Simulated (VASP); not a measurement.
# TiC (Fm-3m) in VASP: notebook

Runs on TiC. Level: PBE. Tasks: single point.

Everything below comes from runs of VASP 6.6.1. Logs are shortened: lines on timing, memory, paths and dates and some standing lists are left out, and cuts for length are marked.

## 1. The cell of the first run

It takes space group Fm-3m (No. 225, cubic). Conventional cell: a = 4.333 Å, b = 4.333 Å, c = 4.333 Å, α = 90.00°, β = 90.00°, γ = 90.00°. Ti (site symmetry m-3m) has 6 C at 2.17 Å within 2.9 Å. Within 2.9 Å of C (site symmetry m-3m) lie 6 Ti at 2.17 Å.

## 2. Single point, PBE

Input file INCAR:

```
SYSTEM = TiC
PREC = Accurate
ENCUT = 520
EDIFF = 1E-7
ISMEAR = 0
SIGMA = 0.1
LREAL = .FALSE.
LASPH = .TRUE.
NELM = 100
ALGO = Normal
ISIF = 2
LWAVE = .FALSE.
LCHARG = .FALSE.
GGA = PE
NBANDS = 15
```

Input file KPOINTS:

```
regular mesh
0
G
  16 16 16
  0 0 0
```

Input file POSCAR:

```
TiC
1.0
    0.0000000000      2.1664615268      2.1664615268
    2.1664615268      0.0000000000      2.1664615268
    2.1664615268      2.1664615268      0.0000000000
Ti C
1 1
Direct
    0.0000000000      0.0000000000      0.0000000000
    0.5000000000      0.5000000000      0.5000000000
```

Potentials or basis: VASP PAW PBE potentials, release 64 (Ti_sv, C).

Started as:

```bash
> cat potpaw_PBE.64/Ti_sv/POTCAR potpaw_PBE.64/C/POTCAR > POTCAR
> mpirun -np 1 vasp_std > vasp.out
```

OUTCAR:

```text
SYSTEM = TiC
   PREC = Accurate
   ENCUT = 520
   EDIFF = 1E-7
   ISMEAR = 0
   LREAL = .FALSE.
   LASPH = .TRUE.
   NELM = 100
   ISIF = 2
   GGA = PE

 ion  position               nearest neighbor table
   1  0.000  0.000  0.000-   2 2.17   2 2.17   2 2.17   2 2.17   2 2.17   2 2.17
   2  0.500  0.500  0.500-   1 2.17   1 2.17   1 2.17   1 2.17   1 2.17   1 2.17

  LATTYP: Found a face centered cubic cell.
 ALAT       =     4.3329230536

  Lattice vectors:

 A1 = (   0.0000000000,   2.1664615268,   2.1664615268)
 A2 = (   2.1664615268,   0.0000000000,   2.1664615268)
 A3 = (   2.1664615268,   2.1664615268,   0.0000000000)

Analysis of symmetry for initial positions (statically):
=====================================================================
 Subroutine PRICEL returns:
 Original cell was already a primitive cell.

 Routine SETGRP: Setting up the symmetry group for a
 face centered cubic supercell.

 Subroutine GETGRP returns: Found 48 space group operations
 (whereof 48 operations were pure point group operations)
 out of a pool of 48 trial point group operations.

The static configuration has the point symmetry O_h .

Analysis of symmetry for dynamics (positions and initial velocities):
=====================================================================
 Subroutine PRICEL returns:
 Original cell was already a primitive cell.

 Routine SETGRP: Setting up the symmetry group for a
 face centered cubic supercell.

 Subroutine GETGRP returns: Found 48 space group operations
 (whereof 48 operations were pure point group operations)
 out of a pool of 48 trial point group operations.

The dynamic configuration has the point symmetry O_h .

 Subroutine INISYM returns: Found 48 space group operations
 (whereof 48 operations are pure point group operations),
 and found     1 'primitive' translations

----------------------------------------------------------------------------------------

                                     Primitive cell

  volume of cell :      20.3368

  direct lattice vectors                    reciprocal lattice vectors
     0.000000000  2.166461527  2.166461527    -0.230791082  0.230791082  0.230791082
     2.166461527  0.000000000  2.166461527     0.230791082 -0.230791082  0.230791082
     2.166461527  2.166461527  0.000000000     0.230791082  0.230791082 -0.230791082

  length of vectors
     3.063839274  3.063839274  3.063839274     0.399741880  0.399741880  0.399741880

  position of ions in fractional coordinates (direct lattice)
     0.000000000  0.000000000  0.000000000
     0.500000000  0.500000000  0.500000000

  ion indices of the primitive-cell ions
   primitive index   ion index
                 1           1
                 2           2

----------------------------------------------------------------------------------------
[... 87 lines left out ...]
   IALGO  =     38    algorithm
   IMIX   =      4    mixing-type and parameters
     AMIX     =   0.40;   BMIX     =  1.00
     AMIX_MAG =   1.60;   BMIX_MAG =  1.00
  volume/ion in A,a.u.               =      10.17        68.62
  Fermi-wavevector in a.u.,A,eV,Ry     =   1.511311  2.855964 31.076536  2.284061
  Thomas-Fermi vector in A             =   2.621385
   LORBIT       =      0    0 simple, 1 ext, 2 COOP (PROOUT), +10 PAW based schemes
   GGA     = PE    functional components
   LHFCALC =     F    Hartree Fock is set to
   AEXX    =    0.0000 exact exchange contribution
   IVDW    =     0    specifies the selected vdW correction
   LEPSILON=     F    determine dielectric tensor
   LRPA    =     F    only Hartree local field effects (RPA)
 non-spin polarized calculation
 Gauss-broadening in eV      SIGMA  =   0.10
  energy-cutoff  :      520.00
  volume of cell :       20.34
 maximum number of plane-waves:       568
   NGX = 11   NGY = 11   NGZ = 11

 number of electron      16.0000000 magnetization

 Free energy of the ion-electron system (eV)
  ---------------------------------------------------
  ext. energy  EPLUGINS =         0.00000000
  ---------------------------------------------------
  free energy    TOTEN  =       -18.70952851 eV

  energy without entropy =      -18.70749229  energy(sigma->0) =      -18.70851040

 E-fermi :   9.3946     XC(G=0): -12.6926

 val. band max:        9.3757449684   @ k =  -0.0625   0.0625   0.0000
 cond. band min:       9.3969839617   @ k =   0.1250   0.1250   0.0000
 fundamental gap:      0.0212389934
 Fermi energy:         9.3945610375

 k-point     1 :       0.0000    0.0000    0.0000
  band No.  band energies     occupation
      1     -47.1918      2.00000
      2     -23.2164      2.00000
      3     -23.2164      2.00000
      4     -23.2164      2.00000
      5      -2.9918      2.00000
      6      10.0934      0.00000
      7      10.0934      0.00000
      8      10.0934      0.00000
      9      11.0761      0.00000
     10      11.0761      0.00000
     11      11.0761      0.00000
     12      11.1108      0.00000
     13      11.1108      0.00000
     14      19.8674      0.00000
[... 401 lines left out ...]
      2     -23.2628      2.00000
      3     -23.2293      2.00000
      4     -23.2176      2.00000
      5      -2.7590      2.00000
      6       9.1829      1.99724
      7       9.3685      1.28715
      8       9.3757      1.20984
      9      10.2039      0.00000
     10      10.7777      0.00000
     11      11.6649      0.00000
     12      12.2204      0.00000
     13      13.0816      0.00000
     14      20.2752      0.00000
     15      23.4964      0.00000

 [... further k-points ...]

------------------------ aborting loop because EDIFF is reached ----------------------------------------

  FORCE on cell =-STRESS in cart. coord.  units (eV):
  Direction    XX          YY          ZZ          XY          YZ          ZX
  --------------------------------------------------------------------------------------
  -------------------------------------------------------------------------------------
  Total        0.0273470      0.0273470      0.0273470      0.0000000     -0.0000000      0.0000000
  in kB        2.1544562      2.1544562      2.1544562      0.0000000     -0.0000000      0.0000000
  external PRESSURE =       2.1544562 kB  Pullay stress =       0.0000000 kB

 VOLUME and BASIS-vectors are now :
 -----------------------------------------------------------------------------
  energy-cutoff  :      520.00
  volume of cell :       20.34
      direct lattice vectors                 reciprocal lattice vectors
     0.000000000  2.166461527  2.166461527    -0.230791082  0.230791082  0.230791082
     2.166461527  0.000000000  2.166461527     0.230791082 -0.230791082  0.230791082
     2.166461527  2.166461527  0.000000000     0.230791082  0.230791082 -0.230791082

 POSITION                                       TOTAL-FORCE (eV/Angst)
 -----------------------------------------------------------------------------------
      0.00000      0.00000      0.00000         0.000000      0.000000      0.000000
      2.16646      2.16646      2.16646        -0.000000     -0.000000     -0.000000
 -----------------------------------------------------------------------------------
    total drift:                                0.000000     -0.000000     -0.000000

  FREE ENERGIE OF THE ION-ELECTRON SYSTEM (eV)
  ---------------------------------------------------
  free  energy   TOTEN  =       -18.7095285051 eV

  energy  without entropy=      -18.7074922871  energy(sigma->0) =      -18.70851040
```

OSZICAR:

```text
N       E                     dE             d eps       ncg     rms          rms(c)
DAV:   1     0.119112741309E+03    0.11911E+03   -0.79587E+03  4357   0.128E+03
DAV:   2    -0.166465635530E+02   -0.13576E+03   -0.12690E+03  4651   0.338E+02
DAV:   3    -0.240885696092E+02   -0.74420E+01   -0.73225E+01  5725   0.774E+01
DAV:   4    -0.243201050832E+02   -0.23154E+00   -0.23134E+00  5335   0.126E+01
DAV:   5    -0.243251444059E+02   -0.50393E-02   -0.50386E-02  5759   0.164E+00    0.182E+01
DAV:   6    -0.193342924556E+02    0.49909E+01   -0.11846E+01  6205   0.563E+01    0.694E+00
DAV:   7    -0.187457055755E+02    0.58859E+00   -0.21679E+00  5112   0.208E+01    0.489E+00
DAV:   8    -0.187227689467E+02    0.22937E-01   -0.10870E-01  4870   0.339E+00    0.345E+00
DAV:   9    -0.187131461665E+02    0.96228E-02   -0.99606E-02  5853   0.442E+00    0.749E-01
DAV:  10    -0.187117453211E+02    0.14008E-02   -0.12146E-02  5791   0.139E+00    0.646E-01
DAV:  11    -0.187097267928E+02    0.20185E-02   -0.28113E-03  4980   0.749E-01    0.210E-01
DAV:  12    -0.187095391342E+02    0.18766E-03   -0.35977E-04  5894   0.269E-01    0.438E-02
DAV:  13    -0.187095284343E+02    0.10700E-04   -0.58013E-05  4896   0.729E-02    0.586E-03
DAV:  14    -0.187095286601E+02   -0.22587E-06   -0.15876E-06  5022   0.122E-02    0.412E-03
DAV:  15    -0.187095285182E+02    0.14195E-06   -0.39551E-07  5183   0.103E-02    0.250E-03
DAV:  16    -0.187095285051E+02    0.13086E-07   -0.69056E-08  3277   0.458E-03
   1 F= -.18709529E+02 E0= -.18708510E+02  d E =-.203622E-02
```

stdout:

```text
POSCAR found type information on POSCAR TiC
 POSCAR found :  2 types and       2 ions
 scaLAPACK will be used
 LDA part: xc-table for (Slater+PW92), standard interpolation
 POSCAR, INCAR and KPOINTS ok, starting setup
 FFT: planning ... GRIDC
 FFT: planning ... GRID_SOFT
 FFT: planning ... GRID
 WAVECAR not read
 entering main loop
```

Wall time 40 s (1 thread of Intel Xeon Platinum 8259CL at 2.50GHz (Skylake/Cascade Lake), shared host); peak memory 0.17 GiB.

Results:

| Quantity | Value |
| --- | --- |
| Free energy | -18.7095 eV |
| Pressure | 0.2 GPa |
| Band gap on the k mesh | zero (band 8 reaches 10.09 eV, above the bottom of band 9 at 9.00 eV) |

## 3. Single point, PBE

Edit INCAR of step 2 so:

```diff
@@ -5,3 +5,3 @@
 ISMEAR = 0
-SIGMA = 0.1
+SIGMA = 0.15
 LREAL = .FALSE.
```

Input file KPOINTS:

```
regular mesh
0
G
  24 24 24
  0 0 0
```

Input file POSCAR:

```
TiC
1.0
    0.0000000000      2.1664615256      2.1664615256
    2.1664615256      0.0000000000      2.1664615256
    2.1664615256      2.1664615256      0.0000000000
Ti C
1 1
Direct
    0.0000000000      0.0000000000      0.0000000000
    0.5000000000      0.5000000000      0.5000000000
```

Potentials or basis: VASP PAW PBE potentials, release 64 (Ti_sv, C).

Started as:

```bash
> cat potpaw_PBE.64/Ti_sv/POTCAR potpaw_PBE.64/C/POTCAR > POTCAR
> mpirun -np 1 vasp_std > vasp.out
```

It took 5 min on 1 thread of AMD EPYC 7R13, shared host; peak memory 0.21 GiB.

The run converged. Its results:

- Free energy: -18.7110 eV
- Pressure: 0.2 GPa
- Band gap on the k mesh: zero (band 8 reaches 10.09 eV, above the bottom of band 9 at 9.00 eV)

Levels at points of the mesh, in eV from the Fermi level:
```
           k point  band 4  band 5  band 6  band 7  band 8  band 9  band 10  band 11  band 12  band 13
(0.00, 0.00, 0.00)  -32.62  -12.40    0.69    0.69    0.69    1.67     1.67     1.67     1.71     1.71
(0.50, 0.00, 0.00)  -32.67   -8.92   -5.84   -2.89   -2.89    2.91     2.91     4.09     8.14     8.14
(0.50, 0.50, 0.00)  -32.79  -10.11   -3.43   -1.62   -0.04   -0.04     2.70     3.50     3.50     5.78
```

[end of part 1 of 2]
